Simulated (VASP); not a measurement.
The system is InP.

```
In P
1.0
     0.00000    2.96906    2.96906
     2.96906    0.00000    2.96906
     2.96906    2.96906    0.00000
In P
1 1
Direct
  0.00000 0.00000 0.00000
  0.75000 0.75000 0.75000
```

Base run:

* Program: VASP 6.6.1
* Functional: RPBE
* Dispersion: D4
* Potentials or basis: VASP PAW PBE potentials, release 64 (In_d, P)
* Cutoff: 520 eV
* k mesh: 8 × 8 × 8
* Occupations: fermi-dirac, width 0.05 eV
* Spin: no spin polarisation

Its results: band gap on the k mesh 0.63 eV, direct; pressure -1.6 GPa.

**Question.** After a change of settings the same cell gave: band gap on the k mesh 0.40 eV, direct; pressure -3.0 GPa. Which change was it?
A. functional from RPBE to PBEsol
B. functional from RPBE to PBE exchange alone; dispersion from D4 to none
C. functional from RPBE to PBE

**Answer.** A.

PBEsol binds more tightly than RPBE, so the same cell stands under less pressure.

Caveats: the PAW data sets were made with another functional, which shifts forces and pressure a little; spin-orbit coupling is left out, which moves the levels of the heavy elements.
